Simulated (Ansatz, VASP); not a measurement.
# Bi2Te2Se in VASP and in Ansatz

```
Bi Te Se
1.0
     2.12185    1.22505   10.39393
    -2.12185    1.22505   10.39393
     0.00000   -2.45010   10.39393
Bi Te Se
2 2 1
Direct
  0.60828 0.60828 0.60828
  0.39172 0.39172 0.39172
  0.21960 0.21960 0.21960
  0.78041 0.78041 0.78041
  0.00000 0.00000 0.00000
```

Alike in both runs: task single point; functional PBEsol; k mesh 6 × 6 × 6; no spin polarisation.

|  | VASP | Ansatz |
| --- | --- | --- |
| version | VASP 6.6.1 | Ansatz 0.2.0 |
| potentials or method | VASP PAW PBE potentials, release 64 (Bi_d, Te, Se), cutoff 520 eV | plane waves, PAW |
| occupations | gaussian, width 0.01 eV | fixed |
| valence electrons in the cell | 48 | 78 |

|  | VASP | Ansatz | Ansatz less VASP |
| --- | --- | --- | --- |
| pressure (GPa) | 1.4 | 1.4 | -0.04 |
| traceless stress, the component that is largest in VASP (GPa) | -0.04 | -0.06 | -0.015 |

VASP's potentials were made for PBE, not for PBEsol. VASP's potentials hold 48 valence electrons a cell and Ansatz's 78, so a difference there can come from the potentials and not from the codes.

Neither program's run includes spin-orbit coupling.
